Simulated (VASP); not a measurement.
# CuGeN (P4/nmm) in VASP: single point with r2SCAN+rVV10

Aim: the single point of CuGeN with r2SCAN+rVV10.

Program: VASP 6.6.1. These are calculated values, not measurements. Logs are shortened: lines on timing, memory, paths and dates and some standing lists are left out, and cuts for length are marked.

## 1. The cell of the first run

Symmetry: P4/nmm, No. 129, tetragonal system. Conventional cell: a = 3.735 Å, b = 3.735 Å, c = 6.174 Å, α = 90.00°, β = 90.00°, γ = 90.00°. Within 2.5 Å of Cu (site symmetry 4mm) lie 4 N at 1.91 Å and 1 Ge at 2.45 Å. Within 3.2 Å of Ge (site symmetry 4mm) lie 1 Cu at 2.45 Å and 4 Ge at 2.68 Å. Within 2.5 Å of N (site symmetry -4m2) lie 4 Cu at 1.91 Å.

## 2. Single point, r2SCAN+rVV10

POSCAR

```
CuGeN
1.0
    3.7350623935      0.0000000000      0.0000000000
    0.0000000000      3.7350623935      0.0000000000
    0.0000000000      0.0000000000      6.1744143079
Cu Ge N
2 2 2
Direct
    0.0000000000      0.5000000000      0.9323179515
    0.5000000000      0.0000000000      0.0676820485
    0.5000000000      0.0000000000      0.4641279110
    0.0000000000      0.5000000000      0.5358720890
    0.5000000000      0.5000000000      0.0000000000
    0.0000000000      0.0000000000      0.0000000000
```

INCAR.step1

```
SYSTEM = CuGeN
PREC = Accurate ; ENCUT = 520
ISMEAR = -1 ; SIGMA = 0.03
LREAL = .False. ; LASPH = .True.
NELM = 100 ; NBANDS = 39
GGA = PE ; ALGO = Normal
EDIFF = 1E-4 ; LWAVE = .True.
LCHARG = .False.
```

INCAR.step2

```
SYSTEM = CuGeN
PREC = Accurate ; ENCUT = 520
EDIFF = 1E-6 ; ISMEAR = -1
SIGMA = 0.03 ; LREAL = .False.
LASPH = .True. ; NELM = 100
ALGO = Normal ; ISIF = 2
LWAVE = .False. ; LCHARG = .False.
METAGGA = R2SCAN ; LMIXTAU = .True.
LUSE_VDW = .True. ; IVDW_NL = 2
BPARAM = 11.95 ; CPARAM = 0.0093
NBANDS = 39 ; ISTART = 1
```

KPOINTS

```
regular mesh
0
Gamma
  8 8 6
  0 0 0
```

Potentials or basis: VASP PAW PBE potentials, release 64 (Cu, Ge_d, N).

Launch:

```bash
> cat potpaw_PBE.64/Cu/POTCAR potpaw_PBE.64/Ge_d/POTCAR potpaw_PBE.64/N/POTCAR > POTCAR
> cp INCAR.step1 INCAR
> mpirun -np 1 vasp_std > vasp.out
> cp INCAR.step2 INCAR
> mpirun -np 1 vasp_std > vasp.out
```

OUTCAR:

```text
SYSTEM = CuGeN
   PREC = Accurate
   ENCUT = 520
   EDIFF = 1E-6
   ISMEAR = -1
   LREAL = .False.
   LASPH = .True.
   NELM = 100
   ISIF = 2
   METAGGA = R2SCAN
   IVDW_NL = 2
   BPARAM = 11.95
   ISTART = 1

 ion  position               nearest neighbor table
   1  0.000  0.500  0.932-   5 1.91   6 1.91   6 1.91   5 1.91   4 2.45   2 2.77   2 2.77   2 2.77
                             2 2.77
   2  0.500  0.000  0.068-   5 1.91   6 1.91   5 1.91   6 1.91   3 2.45   1 2.77   1 2.77   1 2.77
                             1 2.77
   3  0.500  0.000  0.464-   2 2.45   4 2.68   4 2.68   4 2.68   4 2.68
   4  0.000  0.500  0.536-   1 2.45   3 2.68   3 2.68   3 2.68   3 2.68
   5  0.500  0.500  0.000-   2 1.91   2 1.91   1 1.91   1 1.91
   6  0.000  0.000  0.000-   2 1.91   2 1.91   1 1.91   1 1.91

  LATTYP: Found a simple tetragonal cell.
 ALAT       =     3.7350623935
 C/A-ratio  =     1.6530953589

  Lattice vectors:

 A1 = (   3.7350623935,   0.0000000000,   0.0000000000)
 A2 = (   0.0000000000,   3.7350623935,   0.0000000000)
 A3 = (   0.0000000000,   0.0000000000,   6.1744143079)

Analysis of symmetry for initial positions (statically):
=====================================================================
 Subroutine PRICEL returns:
 Original cell was already a primitive cell.

 Routine SETGRP: Setting up the symmetry group for a
 simple tetragonal supercell.

 Subroutine GETGRP returns: Found 16 space group operations
 (whereof  8 operations were pure point group operations)
 out of a pool of 16 trial point group operations.

The static configuration has the point symmetry D_2d.
 The point group associated with its full space group is D_4h.

Analysis of symmetry for dynamics (positions and initial velocities):
=====================================================================
 Subroutine PRICEL returns:
 Original cell was already a primitive cell.

 Routine SETGRP: Setting up the symmetry group for a
 simple tetragonal supercell.

 Subroutine GETGRP returns: Found 16 space group operations
 (whereof  8 operations were pure point group operations)
 out of a pool of 16 trial point group operations.

The dynamic configuration has the point symmetry D_2d.
 The point group associated with its full space group is D_4h.

 Subroutine INISYM returns: Found 16 space group operations
 (whereof  8 operations are pure point group operations),
 and found     1 'primitive' translations

----------------------------------------------------------------------------------------

                                     Primitive cell

  volume of cell :      86.1373

  direct lattice vectors                    reciprocal lattice vectors
     3.735062393  0.000000000  0.000000000     0.267733145  0.000000000  0.000000000
     0.000000000  3.735062393  0.000000000     0.000000000  0.267733145  0.000000000
     0.000000000  0.000000000  6.174414308     0.000000000  0.000000000  0.161958681

  length of vectors
     3.735062393  3.735062393  6.174414308     0.267733145  0.267733145  0.161958681

  position of ions in fractional coordinates (direct lattice)
     0.000000000  0.500000000  0.932317951
     0.500000000  0.000000000  0.067682048
     0.500000000  0.000000000  0.464127911
     0.000000000  0.500000000  0.535872089
     0.500000000  0.500000000  0.000000000
     0.000000000  0.000000000  0.000000000

  ion indices of the primitive-cell ions
   primitive index   ion index
                 1           1
                 2           2
                 3           3
                 4           4
                 5           5
                 6           6

----------------------------------------------------------------------------------------

 KPOINTS: regular mesh

Automatic generation of k-mesh.
 Grid dimensions read from file:
 generate k-points for:    8    8    6

 Generating k-lattice:

  Cartesian coordinates                     Fractional coordinates (reciprocal lattice)
     0.033466643  0.000000000  0.000000000     0.125000000  0.000000000  0.000000000
     0.000000000  0.033466643  0.000000000     0.000000000  0.125000000  0.000000000
     0.000000000  0.000000000  0.026993114     0.000000000  0.000000000  0.166666667

  Length of vectors
     0.033466643  0.033466643  0.026993114

  Shift w.r.t. Gamma in fractional coordinates (k-lattice)
     0.000000000  0.000000000  0.000000000

 Subroutine IBZKPT returns following result:
 ===========================================

 Found     60 irreducible k-points:

 Following reciprocal coordinates:
            Coordinates               Weight
  0.000000  0.000000  0.000000      1.000000
  0.125000  0.000000  0.000000      4.000000
  0.250000  0.000000  0.000000      4.000000
  0.375000  0.000000  0.000000      4.000000
  0.500000  0.000000  0.000000      2.000000
  0.125000  0.125000  0.000000      4.000000
[... 16 lines left out ...]
  0.375000  0.125000  0.166667     16.000000
  0.500000  0.125000  0.166667      8.000000
 [... further k-points ...]
   k-points           NKPTS =     60   k-points in BZ     NKDIM =     60   number of bands    NBANDS=     39
   number of dos      NEDOS =    301   number of ions     NIONS =      6
   total plane-waves  NPLWV =  37632
   dimension x,y,z NGX =    28 NGY =   28 NGZ =   48
   dimension x,y,z NGXF=    56 NGYF=   56 NGZF=   96
   ions per type =               2   2   2
   NGX,Y,Z   is equivalent  to a cutoff of  12.46, 12.46, 12.92 a.u.
   NGXF,Y,Z  is equivalent  to a cutoff of  24.93, 24.93, 25.85 a.u.
 SYSTEM =  CuGeN
   PREC   = accura    normal or accurate (medium, high low for compatibility)
   ISTART =      1    job   : 0-new  1-cont  2-samecut
   ICHARG =      0    charge: 1-file 2-atom 10-const
   ISPIN  =      1    spin polarized calculation?
   LNONCOLLINEAR =      F non collinear calculations
   LSORBIT =      F    spin-orbit coupling
   LASPH  =      T    aspherical Exc in radial PAW
   ENCUT  =  520.0 eV  38.22 Ry    6.18 a.u.   6.94  6.94 11.48*2*pi/ulx,y,z
   NELM   =    100;   NELMIN=  2; NELMDL=  0     # of ELM steps
   EDIFF  = 0.1E-05   stopping-criterion for ELM
   LREAL  =      F    real-space projection
   EDIFFG = 0.1E-04   stopping-criterion for IOM
   NSW    =      0    number of steps for IOM
   IBRION =     -1    ionic relax: 0-MD 1-quasi-New 2-CG
   NFREE  =      0    steps in history (QN), initial steepest desc. (CG)
   ISIF   =      2    stress and relaxation
   ISYM   =      2    0-nonsym 1-usesym 2-fastsym
   POTIM  = 0.5000    time-step for ionic-motion
   TEBEG  =    0.0;   TEEND  =   0.0 temperature during run
   PSTRESS=    0.0 pullay stress
   NELECT =      60.0000    total number of electrons
   NUPDOWN=      -1.0000    fix difference up-down
   EMIN   =  10.00;   EMAX   =-10.00  energy-range for DOS
   EFERMI =   0.00;   METHOD = LEGACY
   ISMEAR =    -1;   SIGMA  =   0.03  broadening in eV -4-tet -1-fermi 0-gaus
   EFERMI_NEDOS =   21; number of points for ismear=-14 and -15
   IALGO  =     38    algorithm
   IMIX   =      4    mixing-type and parameters
     AMIX     =   0.40;   BMIX     =  1.00
     AMIX_MAG =   1.60;   BMIX_MAG =  1.00
  volume/ion in A,a.u.               =      14.36        96.88
  Fermi-wavevector in a.u.,A,eV,Ry     =   1.451203  2.742375 28.653725  2.105989
  Thomas-Fermi vector in A             =   2.568727
   LORBIT       =      0    0 simple, 1 ext, 2 COOP (PROOUT), +10 PAW based schemes
   METAGGA = R2SCAN    functional components
   LHFCALC =     F    Hartree Fock is set to
   AEXX    =    0.0000 exact exchange contribution
   IVDW_NL    =     2    kernel type
   BPARAM     =11.9500
   IVDW    =     0    specifies the selected vdW correction
   LEPSILON=     F    determine dielectric tensor
   LRPA    =     F    only Hartree local field effects (RPA)
 non-spin polarized calculation
  energy-cutoff  :      520.00
  volume of cell :       86.14
 maximum number of plane-waves:      2346
 NGX is ok and might be reduce to    28
   NGX = 13   NGY = 13   NGZ = 23

 number of electron      59.9999992 magnetization

 Free energy of the ion-electron system (eV)
  ---------------------------------------------------
  ext. energy  EPLUGINS =         0.00000000
  ---------------------------------------------------
  free energy    TOTEN  =       -60.87506433 eV

  energy without entropy =      -60.86661255  energy(sigma->0) =      -60.87083844

 E-fermi :   5.1607     XC(G=0): -11.8885

 val. band max:        5.1590645409   @ k =   0.3750   0.0000   0.3333
 cond. band min:       5.1667833605   @ k =   0.3750   0.0000   0.0000
 fundamental gap:      0.0077188196
 Fermi energy:         5.1606567655

 k-point     1 :       0.0000    0.0000    0.0000
  band No.  band energies     occupation
      1     -20.2396      2.00000
      2     -20.2152      2.00000
      3     -20.1474      2.00000
      4     -20.1416      2.00000
      5     -20.1416      2.00000
      6     -20.1119      2.00000
[... 31 lines left out ...]
     38      12.7355      0.00000
     39      12.7355      0.00000

 k-point     2 :       0.1250    0.0000    0.0000
  band No.  band energies     occupation
      1     -20.2315      2.00000
      2     -20.2137      2.00000
      3     -20.1403      2.00000
      4     -20.1371      2.00000
      5     -20.1357      2.00000
      6     -20.1220      2.00000
[... 31 lines left out ...]
     38      12.4754      0.00000
     39      12.8468      0.00000

 k-point     3 :       0.2500    0.0000    0.0000
  band No.  band energies     occupation
      1     -20.2091      2.00000
      2     -20.2085      2.00000
      3     -20.1441      2.00000
      4     -20.1252      2.00000
      5     -20.1179      2.00000
      6     -20.1167      2.00000
[... 832 lines left out ...]
 k-point    23 :       0.3750    0.1250    0.1667
  band No.  band energies     occupation
      1     -20.2061      2.00000
      2     -20.1740      2.00000
      3     -20.1643      2.00000
      4     -20.1244      2.00000
      5     -20.1159      2.00000
      6     -20.0932      2.00000
[... 31 lines left out ...]
     38      13.5575      0.00000
     39      14.5579      0.00000

 k-point    24 :       0.5000    0.1250    0.1667
  band No.  band energies     occupation
      1     -20.1922      2.00000
      2     -20.1922      2.00000
      3     -20.1374      2.00000
      4     -20.1374      2.00000
      5     -20.1046      2.00000
      6     -20.1046      2.00000
[... 31 lines left out ...]
     38      12.8413      0.00000
     39      15.0948      0.00000

 [... further k-points ...]

------------------------ aborting loop because EDIFF is reached ----------------------------------------

  FORCE on cell =-STRESS in cart. coord.  units (eV):
  Direction    XX          YY          ZZ          XY          YZ          ZX
  --------------------------------------------------------------------------------------
  -------------------------------------------------------------------------------------
  Total        0.6975466      0.6975466     -0.1950263      0.0000000      0.0000000      0.0000000
  in kB       12.9745501     12.9745501     -3.6275397      0.0000000      0.0000000      0.0000000
  external PRESSURE =       7.4405202 kB  Pullay stress =       0.0000000 kB

 VOLUME and BASIS-vectors are now :
 -----------------------------------------------------------------------------
  energy-cutoff  :      520.00
  volume of cell :       86.14
      direct lattice vectors                 reciprocal lattice vectors
     3.735062393  0.000000000  0.000000000     0.267733145  0.000000000  0.000000000
     0.000000000  3.735062393  0.000000000     0.000000000  0.267733145  0.000000000
     0.000000000  0.000000000  6.174414308     0.000000000  0.000000000  0.161958681

 POSITION                                       TOTAL-FORCE (eV/Angst)
 -----------------------------------------------------------------------------------
      0.00000      1.86753      5.75652         0.000000      0.000000     -0.095916
      1.86753      0.00000      0.41790         0.000000     -0.000000      0.095916
      1.86753      0.00000      2.86572        -0.000000      0.000000      0.016900
      0.00000      1.86753      3.30870         0.000000      0.000000     -0.016900
      1.86753      1.86753      0.00000        -0.000000      0.000000      0.000000
      0.00000      0.00000      0.00000         0.000000     -0.000000      0.000000
 -----------------------------------------------------------------------------------
    total drift:                                0.000000      0.000000      0.000000

  FREE ENERGIE OF THE ION-ELECTRON SYSTEM (eV)
  ---------------------------------------------------
  free  energy   TOTEN  =       -60.8750643307 eV

  energy  without entropy=      -60.8666125456  energy(sigma->0) =      -60.87083844
```

Wall time 11 min (1 thread of Intel Xeon Platinum 8375C at 2.90GHz (Ice Lake), shared host); peak memory 0.46 GiB.

What came out:

```
Free energy            : -60.8751 eV
Pressure               : 0.7 GPa
Largest force          : 0.096 eV/Å
Band gap on the k mesh : zero (bands 30 and 31 overlap by 1.37 eV)
```

Forces on the atoms (eV/Å):
```
Cu   0.000  0.000 -0.096
Cu   0.000  0.000  0.096
Ge   0.000  0.000  0.017
Ge   0.000  0.000 -0.017
N    0.000  0.000  0.000
N    0.000  0.000  0.000
```

Levels at points of the mesh, in eV from the Fermi level:
```csv
k point,band 27,band 28,band 29,band 30,band 31,band 32,band 33,band 34
"(0.00, 0.00, 0.00)",-1.47,-0.82,-0.82,-0.66,-0.66,0.02,0.81,2.48
"(0.50, 0.00, 0.00)",-1.50,-1.50,-0.44,-0.44,1.09,1.09,2.02,2.02
"(0.50, 0.50, 0.00)",-2.65,-2.65,-1.02,-1.02,-0.04,-0.04,2.87,2.87
"(0.00, 0.00, 0.50)",-1.72,-1.24,-1.24,-1.01,-0.45,-0.45,-0.02,3.31
"(0.50, 0.00, 0.50)",-1.49,-1.49,-0.21,-0.21,0.63,0.63,1.96,1.96
"(0.50, 0.50, 0.50)",-2.81,-2.81,-0.79,-0.79,1.27,1.27,2.87,2.87
```

Caveat: the PAW data sets were made with another functional, which shifts forces and pressure a little.
